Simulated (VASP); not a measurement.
# Ta3N (P-3m1) in VASP: further runs

Aim: see how the results for Ta3N move with the level of theory and the settings. Levels: PBEsol, r2SCAN. Tasks: single point.

Program: VASP 6.6.1. These are calculated values, not measurements. Logs are shortened: lines on timing, memory, paths and dates and some standing lists are left out, and cuts for length are marked.

**1. The cell of the first run**

Symmetry: P-3m1, No. 164, trigonal system. The conventional cell has a = 3.092 Å, b = 3.092 Å, c = 7.672 Å, α = 90.00°, β = 90.00°, γ = 120.00°. Within 2.9 Å of Ta (site symmetry 3m) lie 3 N at 2.23 Å. Ta (site symmetry -3m) has 12 Ta at 3.07 to 3.09 Å and 2 N at 3.84 Å within 4.0 Å. Within 2.9 Å of N (site symmetry -3m) lie 6 Ta at 2.23 Å.

**2. Single point, PBEsol**

The input, INCAR:

```
PREC     = Accurate       # precision mode
ENCUT    = 520            # plane-wave cutoff, eV
EDIFF    = 1E-6           # SCF threshold, eV
ISMEAR   = -1             # smearing method
SIGMA    = 0.05           # smearing width, eV
LREAL    = F              # projectors in reciprocal space
LASPH    = T              # aspherical terms in the spheres
NELM     = 60             # most SCF steps
ALGO     = Normal         # electronic algorithm
ISIF     = 2              # what is computed and relaxed
LWAVE    = F              # write WAVECAR
LCHARG   = T              # write CHGCAR
GGA      = PS             # functional
LELF     = T              # ELF
LVHAR    = T            
NBANDS   = 27             # bands
```

The input, KPOINTS:

```
regular mesh
0
Gamma
  10 10 4
```

The input, POSCAR:

```
Ta3N
1.0
    3.0916944585      0.0000000000      0.0000000000
   -1.5458472293      2.6774859418      0.0000000000
    0.0000000000      0.0000000000      7.6717065629
Ta N
3 1
Direct
    0.6666666667      0.3333333333      0.8260700000
    0.3333333333      0.6666666667      0.1739300000
    0.0000000000      0.0000000000      0.5000000000
    0.0000000000      0.0000000000      0.0000000000
```

Potentials or basis: VASP PAW PBE potentials, release 64 (Ta_pv, N).

Started as:

```sh
> cat potpaw_PBE.64/Ta_pv/POTCAR potpaw_PBE.64/N/POTCAR > POTCAR
> mpirun -np 1 vasp_std > vasp.out
```

OUTCAR:

```text
PREC = Accurate
   ENCUT = 520
   EDIFF = 1E-6
   ISMEAR = -1
   LREAL = F
   LASPH = T
   NELM = 60
   ISIF = 2
   GGA = PS

 ion  position               nearest neighbor table
   1  0.667  0.333  0.826-   4 2.23   4 2.23   4 2.23   3 3.07   3 3.07   3 3.07   2 3.21   2 3.21
                             2 3.21
   2  0.333  0.667  0.174-   4 2.23   4 2.23   4 2.23   3 3.07   3 3.07   3 3.07   1 3.21   1 3.21
                             1 3.21
   3  0.000  0.000  0.500-   1 3.07   2 3.07   1 3.07   2 3.07   1 3.07   2 3.07
   4  0.000  0.000  0.000-   1 2.23   2 2.23   1 2.23   2 2.23   1 2.23   2 2.23

  LATTYP: Found a hexagonal cell.
 ALAT       =     3.0916944585
 C/A-ratio  =     2.4813922158

  Lattice vectors:

 A1 = (   3.0916944585,   0.0000000000,   0.0000000000)
 A2 = (  -1.5458472293,   2.6774859418,   0.0000000000)
 A3 = (   0.0000000000,   0.0000000000,   7.6717065629)

Analysis of symmetry for initial positions (statically):
=====================================================================
 Subroutine PRICEL returns:
 Original cell was already a primitive cell.

 Routine SETGRP: Setting up the symmetry group for a
 hexagonal supercell.

 Subroutine GETGRP returns: Found 12 space group operations
 (whereof 12 operations were pure point group operations)
 out of a pool of 24 trial point group operations.

The static configuration has the point symmetry D_3d.

Analysis of symmetry for dynamics (positions and initial velocities):
=====================================================================
 Subroutine PRICEL returns:
 Original cell was already a primitive cell.

 Routine SETGRP: Setting up the symmetry group for a
 hexagonal supercell.

 Subroutine GETGRP returns: Found 12 space group operations
 (whereof 12 operations were pure point group operations)
 out of a pool of 24 trial point group operations.

The dynamic configuration has the point symmetry D_3d.

 Subroutine INISYM returns: Found 12 space group operations
 (whereof 12 operations are pure point group operations),
 and found     1 'primitive' translations

----------------------------------------------------------------------------------------

                                     Primitive cell

  volume of cell :      63.5061

  direct lattice vectors                    reciprocal lattice vectors
     3.091694459  0.000000000  0.000000000     0.323447227  0.186742344  0.000000000
    -1.545847229  2.677485942  0.000000000     0.000000000  0.373484687  0.000000000
     0.000000000  0.000000000  7.671706563     0.000000000  0.000000000  0.130349094

  length of vectors
     3.091694459  3.091694459  7.671706563     0.373484687  0.373484687  0.130349094

  position of ions in fractional coordinates (direct lattice)
     0.666666667  0.333333333  0.826070000
     0.333333333  0.666666667  0.173930000
     0.000000000  0.000000000  0.500000000
     0.000000000  0.000000000  0.000000000

  ion indices of the primitive-cell ions
   primitive index   ion index
                 1           1
                 2           2
                 3           3
                 4           4

----------------------------------------------------------------------------------------

 KPOINTS: regular mesh

Automatic generation of k-mesh.
 Grid dimensions read from file:
 generate k-points for:   10   10    4

 Generating k-lattice:

  Cartesian coordinates                     Fractional coordinates (reciprocal lattice)
     0.032344723  0.018674234  0.000000000     0.100000000  0.000000000  0.000000000
     0.000000000  0.037348469  0.000000000     0.000000000  0.100000000  0.000000000
     0.000000000  0.000000000  0.032587274     0.000000000  0.000000000  0.250000000

  Length of vectors
     0.037348469  0.037348469  0.032587274

  Shift w.r.t. Gamma in fractional coordinates (k-lattice)
     0.000000000  0.000000000  0.000000000

 Subroutine IBZKPT returns following result:
 ===========================================

 Found     50 irreducible k-points:

 Following reciprocal coordinates:
            Coordinates               Weight
  0.000000  0.000000  0.000000      1.000000
  0.100000 -0.000000  0.000000      6.000000
  0.200000 -0.000000  0.000000      6.000000
  0.300000  0.000000  0.000000      6.000000
  0.400000  0.000000  0.000000      6.000000
  0.500000  0.000000  0.000000      3.000000
[... 16 lines left out ...]
  0.000000  0.400000  0.250000      6.000000
  0.500000  0.000000  0.250000      6.000000
 [... further k-points ...]
   k-points           NKPTS =     50   k-points in BZ     NKDIM =     50   number of bands    NBANDS=     27
   number of dos      NEDOS =    301   number of ions     NIONS =      4
   total plane-waves  NPLWV =  34560
   dimension x,y,z NGX =    24 NGY =   24 NGZ =   60
   dimension x,y,z NGXF=    48 NGYF=   48 NGZF=  120
   ions per type =               3   1
   NGX,Y,Z   is equivalent  to a cutoff of  12.91, 12.91, 13.00 a.u.
   NGXF,Y,Z  is equivalent  to a cutoff of  25.81, 25.81, 26.00 a.u.
 SYSTEM =  unknown system
   PREC   = accura    normal or accurate (medium, high low for compatibility)
   ISTART =      0    job   : 0-new  1-cont  2-samecut
   ICHARG =      2    charge: 1-file 2-atom 10-const
   ISPIN  =      1    spin polarized calculation?
   LNONCOLLINEAR =      F non collinear calculations
   LSORBIT =      F    spin-orbit coupling
   LASPH  =      T    aspherical Exc in radial PAW
   ENCUT  =  520.0 eV  38.22 Ry    6.18 a.u.   5.75  5.75 14.26*2*pi/ulx,y,z
   NELM   =     60;   NELMIN=  2; NELMDL= -5     # of ELM steps
   EDIFF  = 0.1E-05   stopping-criterion for ELM
   LREAL  =      F    real-space projection
   EDIFFG = 0.1E-04   stopping-criterion for IOM
   NSW    =      0    number of steps for IOM
   IBRION =     -1    ionic relax: 0-MD 1-quasi-New 2-CG
   NFREE  =      0    steps in history (QN), initial steepest desc. (CG)
   ISIF   =      2    stress and relaxation
   ISYM   =      2    0-nonsym 1-usesym 2-fastsym
   POTIM  = 0.5000    time-step for ionic-motion
   TEBEG  =    0.0;   TEEND  =   0.0 temperature during run
   PSTRESS=    0.0 pullay stress
   NELECT =      38.0000    total number of electrons
   NUPDOWN=      -1.0000    fix difference up-down
   EMIN   =  10.00;   EMAX   =-10.00  energy-range for DOS
   EFERMI =   0.00;   METHOD = LEGACY
   ISMEAR =    -1;   SIGMA  =   0.05  broadening in eV -4-tet -1-fermi 0-gaus
   EFERMI_NEDOS =   21; number of points for ismear=-14 and -15
   IALGO  =     38    algorithm
   IMIX   =      4    mixing-type and parameters
     AMIX     =   0.40;   BMIX     =  1.00
     AMIX_MAG =   1.60;   BMIX_MAG =  1.00
  volume/ion in A,a.u.               =      15.88       107.14
  Fermi-wavevector in a.u.,A,eV,Ry     =   1.379529  2.606931 25.893245  1.903100
  Thomas-Fermi vector in A             =   2.504490
   LORBIT       =      0    0 simple, 1 ext, 2 COOP (PROOUT), +10 PAW based schemes
   GGA     = PS    functional components
   LHFCALC =     F    Hartree Fock is set to
   AEXX    =    0.0000 exact exchange contribution
   IVDW    =     0    specifies the selected vdW correction
   LEPSILON=     F    determine dielectric tensor
   LRPA    =     F    only Hartree local field effects (RPA)
 non-spin polarized calculation
  energy-cutoff  :      520.00
  volume of cell :       63.51
 maximum number of plane-waves:      1740
 NGX is ok and might be reduce to    24
   NGX = 11   NGY = 11   NGZ = 29

 number of electron      38.0000003 magnetization

 Free energy of the ion-electron system (eV)
  ---------------------------------------------------
  ext. energy  EPLUGINS =         0.00000000
  ---------------------------------------------------
  free energy    TOTEN  =       -48.07483094 eV

  energy without entropy =      -48.04873652  energy(sigma->0) =      -48.06178373

 E-fermi :   5.9631     XC(G=0): -12.5106

 val. band max:        5.9218939422   @ k =   0.4000   0.0000   0.5000
 cond. band min:       5.9644884781   @ k =   0.2000  -0.0000   0.0000
 fundamental gap:      0.0425945359
 Fermi energy:         5.9631330945

 k-point     1 :       0.0000    0.0000    0.0000
  band No.  band energies     occupation
      1     -29.1977      2.00000
      2     -28.9613      2.00000
      3     -28.7077      2.00000
      4     -28.7077      2.00000
      5     -28.6830      2.00000
      6     -28.6830      2.00000
[... 19 lines left out ...]
     26       8.0710      0.00000
     27       8.9504      0.00000

 k-point     2 :       0.1000   -0.0000    0.0000
  band No.  band energies     occupation
      1     -29.1858      2.00000
      2     -28.9558      2.00000
      3     -28.7650      2.00000
      4     -28.7363      2.00000
      5     -28.7256      2.00000
      6     -28.6922      2.00000
[... 19 lines left out ...]
     26       8.4786      0.00000
     27       9.4268      0.00000

 k-point     3 :       0.2000   -0.0000    0.0000
  band No.  band energies     occupation
      1     -29.1612      2.00000
      2     -28.9820      2.00000
      3     -28.8810      2.00000
      4     -28.8565      2.00000
      5     -28.7689      2.00000
      6     -28.7195      2.00000
[... 19 lines left out ...]
     26       9.0963      0.00000
     27       9.8929      0.00000

 k-point     4 :       0.3000    0.0000    0.0000
  band No.  band energies     occupation
      1     -29.1837      2.00000
      2     -29.1260      2.00000
      3     -28.9937      2.00000
      4     -28.8643      2.00000
      5     -28.8194      2.00000
      6     -28.7555      2.00000
[... 19 lines left out ...]
     26       9.5747      0.00000
     27      10.1428      0.00000

 k-point     5 :       0.4000    0.0000    0.0000
  band No.  band energies     occupation
      1     -29.2933      2.00000
      2     -29.2480      2.00000
      3     -29.0110      2.00000
      4     -28.8589      2.00000
      5     -28.8484      2.00000
      6     -28.7854      2.00000
[... 19 lines left out ...]
     26      10.2490      0.00000
     27      10.5720      0.00000

 k-point     6 :       0.5000    0.0000    0.0000
  band No.  band energies     occupation
      1     -29.3442      2.00000
      2     -29.2961      2.00000
      3     -29.0100      2.00000
      4     -28.8738      2.00000
      5     -28.8417      2.00000
      6     -28.7969      2.00000
[... 444 lines left out ...]
      1     -29.1872      2.00000
      2     -29.1331      2.00000
      3     -28.9963      2.00000
      4     -28.8437      2.00000
      5     -28.8185      2.00000
      6     -28.7566      2.00000
[... 19 lines left out ...]
     26       9.6780      0.00000
     27      10.2786      0.00000

 k-point    22 :       0.4000    0.0000    0.2500
  band No.  band energies     occupation
      1     -29.2977      2.00000
      2     -29.2327      2.00000
      3     -28.9914      2.00000
      4     -28.8971      2.00000
      5     -28.8559      2.00000
      6     -28.7889      2.00000
[... 19 lines left out ...]
     26       9.9233      0.00000
     27      10.0679      0.00000

 k-point    23 :       0.0000    0.4000    0.2500
  band No.  band energies     occupation
      1     -29.3052      2.00000
      2     -29.2385      2.00000
      3     -29.0063      2.00000
      4     -28.8569      2.00000
      5     -28.8484      2.00000
      6     -28.7877      2.00000
[... 19 lines left out ...]
     26      10.2614      0.00000
     27      10.7057      0.00000

 k-point    24 :       0.5000    0.0000    0.2500
  band No.  band energies     occupation
      1     -29.3551      2.00000
      2     -29.2832      2.00000
      3     -28.9892      2.00000
      4     -28.8734      2.00000
      5     -28.8711      2.00000
      6     -28.8000      2.00000
[... 19 lines left out ...]
     26      10.4375      0.00000
     27      11.1211      0.00000

 [... further k-points ...]
[... 5 lines left out ...]
  --------------------------------------------------------------------------------------
  -------------------------------------------------------------------------------------
  Total       -7.8564947     -7.8564947     -7.8042913      0.0000000      0.0000000      0.0000000
  in kB     -198.2091295   -198.2091295   -196.8921057      0.0000000      0.0000000      0.0000000
  external PRESSURE =    -197.7701216 kB  Pullay stress =       0.0000000 kB

 VOLUME and BASIS-vectors are now :
 -----------------------------------------------------------------------------
  energy-cutoff  :      520.00
  volume of cell :       63.51
      direct lattice vectors                 reciprocal lattice vectors
     3.091694459  0.000000000  0.000000000     0.323447227  0.186742344  0.000000000
    -1.545847229  2.677485942  0.000000000     0.000000000  0.373484687  0.000000000
     0.000000000  0.000000000  7.671706563     0.000000000  0.000000000  0.130349094

 POSITION                                       TOTAL-FORCE (eV/Angst)
 -----------------------------------------------------------------------------------
      1.54585      0.89250      6.33737         0.000000     -0.000000      0.654148
     -0.00000      1.78499      1.33434        -0.000000      0.000000     -0.654148
      0.00000      0.00000      3.83585        -0.000000      0.000000      0.000000
      0.00000      0.00000      0.00000        -0.000000      0.000000      0.000000
 -----------------------------------------------------------------------------------
    total drift:                                0.000000     -0.000000      0.000000

  FREE ENERGIE OF THE ION-ELECTRON SYSTEM (eV)
  ---------------------------------------------------
  free  energy   TOTEN  =       -48.0748309420 eV

  energy  without entropy=      -48.0487365192  energy(sigma->0) =      -48.06178373
```

It took 33 s on 1 thread of Intel Xeon 6975P-C (Granite Rapids), shared host; peak memory 0.22 GiB.

What came out:

| Item | Value |
| --- | --- |
| Free energy | -48.0748 eV |
| Pressure | -19.8 GPa |
| Largest force | 0.654 eV/Å |
| Band gap on the k mesh | zero (band 19 reaches 6.27 eV, above the bottom of band 20 at 5.73 eV) |

Forces in eV/Å, atoms in the order of the input:
```
Ta   0.000  0.000  0.654
Ta   0.000  0.000 -0.654
Ta   0.000  0.000  0.000
N    0.000  0.000  0.000
```

Stress tensor (GPa, compression positive):
```
-19.82   0.00   0.00
  0.00 -19.82   0.00
  0.00   0.00 -19.69
```

Caveat: the PAW data sets were made with another functional, which shifts forces and pressure a little; spin-orbit coupling is left out, which moves the levels of the heavy elements.

**3. Single point, r2SCAN**

This run uses another cell than the first one, of 15.28 Å³/atom, 0.962 times its volume.

The input, POSCAR:

```
Ta3N
1.0
    3.0523055267      0.0000000000      0.0000000000
   -1.5261527634      2.6433741262      0.0000000000
    0.0000000000      0.0000000000      7.5739671740
Ta N
3 1
Direct
    0.6666666667      0.3333333333      0.8260700000
    0.3333333333      0.6666666667      0.1739300000
    0.0000000000      0.0000000000      0.5000000000
    0.0000000000      0.0000000000      0.0000000000
```

The input, INCAR.step1:

```
  PREC = Accurate
  ENCUT = 520
  ISMEAR = -1
  SIGMA = 0.05
  LREAL = F
  LASPH = T
  NELM = 80
  NBANDS = 27
  GGA = PE
  ALGO = Normal
  EDIFF = 1E-4
  LWAVE = T
  LCHARG = F
```

The input, INCAR.step2:

```
  PREC = Accurate
  ENCUT = 520
  EDIFF = 1E-6
  ISMEAR = -1
  SIGMA = 0.05
  LREAL = F
  LASPH = T
  NELM = 80
  ALGO = Normal
  ISIF = 2
  LWAVE = F
  LCHARG = F
  METAGGA = R2SCAN
  LMIXTAU = T
  NBANDS = 27
  ISTART = 1
```

KPOINTS is that of step 2.

Potentials or basis: VASP PAW PBE potentials, release 64 (Ta_pv, N).

Started as:

```sh
> cat potpaw_PBE.64/Ta_pv/POTCAR potpaw_PBE.64/N/POTCAR > POTCAR
> cp INCAR.step1 INCAR
> mpirun -np 1 vasp_std > vasp.out
> cp INCAR.step2 INCAR
> mpirun -np 1 vasp_std > vasp.out
```

OUTCAR:

```text
PREC = Accurate
   ENCUT = 520
   EDIFF = 1E-6
   ISMEAR = -1
   LREAL = F
   LASPH = T
   NELM = 80
   ISIF = 2
   METAGGA = R2SCAN
   ISTART = 1

 ion  position               nearest neighbor table
   1  0.667  0.333  0.826-   4 2.20   4 2.20   4 2.20   3 3.03   3 3.03   3 3.03   2 3.17   2 3.17
                             2 3.17
   2  0.333  0.667  0.174-   4 2.20   4 2.20   4 2.20   3 3.03   3 3.03   3 3.03   1 3.17   1 3.17
                             1 3.17
   3  0.000  0.000  0.500-   1 3.03   2 3.03   2 3.03   1 3.03   1 3.03   2 3.03
[... 924 lines left out ...]
  -------------------------------------------------------------------------------------
  Total       -3.2532322     -3.2532322     -2.4771241      0.0000000      0.0000000      0.0000000
  in kB      -85.2934309    -85.2934309    -64.9453838      0.0000000      0.0000000      0.0000000
  external PRESSURE =     -78.5107485 kB  Pullay stress =       0.0000000 kB

 VOLUME and BASIS-vectors are now :
 -----------------------------------------------------------------------------
  energy-cutoff  :      520.00
  volume of cell :       61.11
      direct lattice vectors                 reciprocal lattice vectors
     3.052305527  0.000000000  0.000000000     0.327621200  0.189152188  0.000000000
    -1.526152763  2.643374126  0.000000000     0.000000000  0.378304376  0.000000000
     0.000000000  0.000000000  7.573967174     0.000000000  0.000000000  0.132031203

 POSITION                                       TOTAL-FORCE (eV/Angst)
 -----------------------------------------------------------------------------------
      1.52615      0.88112      6.25663        -0.000000      0.000000      0.119901
     -0.00000      1.76225      1.31734         0.000000     -0.000000     -0.119901
      0.00000      0.00000      3.78698         0.000000      0.000000     -0.000000
      0.00000      0.00000      0.00000         0.000000      0.000000     -0.000000
 -----------------------------------------------------------------------------------
    total drift:                                0.000000     -0.000000      0.000000

  FREE ENERGIE OF THE ION-ELECTRON SYSTEM (eV)
  ---------------------------------------------------
  free  energy   TOTEN  =      -156.9962863496 eV

  energy  without entropy=     -156.9734873730  energy(sigma->0) =     -156.98488686
```

Wall time 1.9 min (1 thread of Intel Xeon 6975P-C (Granite Rapids), shared host); peak memory 0.23 GiB.

What came out:

- Free energy: -156.9963 eV
- Pressure: -7.9 GPa
- Largest force: 0.120 eV/Å
- Band gap on the k mesh: zero (band 19 reaches 6.68 eV, above the bottom of band 20 at 6.16 eV)

Forces on the atoms (eV/Å):
```
Ta   0.000  0.000  0.120
Ta   0.000  0.000 -0.120
Ta   0.000  0.000  0.000
N    0.000  0.000  0.000
```

Levels at points of the mesh, in eV from the Fermi level:
```csv
k point,band 17,band 18,band 19,band 20,band 21,band 22
"(0.00, 0.00, 0.00)",-0.40,-0.40,-0.29,0.32,0.32,0.92
"(0.50, 0.00, 0.00)",-1.43,-0.55,0.11,0.70,0.77,3.54
"(0.00, 0.00, 0.50)",-1.17,-0.19,-0.19,0.56,0.56,1.22
"(0.50, 0.00, 0.50)",-1.58,-1.32,0.00,0.92,1.32,2.47
```

Caveat: the PAW data sets were made with another functional, which shifts forces and pressure a little; spin-orbit coupling is left out, which moves the levels of the heavy elements.
